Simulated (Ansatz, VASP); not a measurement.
Two plane-wave programs on Be3Se2O

```xyz
12
Lattice="3.3092 0.0000 0.0000 -1.6546 2.8659 0.0000 0.0000 0.0000 23.4544" Properties=species:S:1:pos:R:3 pbc="T T T"
Be    0.0000    0.0000    5.8636
Be    0.0000    0.0000   17.5908
Be    0.0000    1.9106   12.4221
Be    0.0000    1.9106   22.7595
Be    1.6546    0.9553   11.0323
Be    1.6546    0.9553    0.6949
Se    0.0000    1.9106   10.1224
Se    0.0000    1.9106    1.6048
Se    1.6546    0.9553   13.3320
Se    1.6546    0.9553   21.8496
O     0.0000    1.9106    5.8636
O     1.6546    0.9553   17.5908
```

Alike in both runs: functional PBE; k mesh 12 × 12 × 2; occupations gaussian, width 0.02 eV; no spin polarisation.

Ansatz relaxed the structure, and its values are those at the end. VASP's run is a single point on that final structure, the one shown.

|  | VASP | Ansatz |
| --- | --- | --- |
| version | VASP 6.6.1 | Ansatz 0.2.0 |
| potentials or method | VASP PAW PBE potentials, release 64 (Be, Se, O), cutoff 520 eV | scalar-relativistic, plane waves, PAW |
| valence electrons in the cell | 48 | 88 |

|  | VASP | Ansatz | Ansatz less VASP |
| --- | --- | --- | --- |
| gap on the k mesh at the Fermi level (eV) | 1.06 | 1.05 | -0.002 |
| least direct gap on the mesh (eV) | 1.06 | 1.05 | -0.002 |
| pressure (GPa) | 0.2 | 0.0 | -0.18 |
| rms of the force components (eV/Å) | 0.016 | 0.000 | -0.0161 |

VASP's potentials hold 48 valence electrons a cell and Ansatz's 88, so a difference there can come from the potentials and not from the codes.
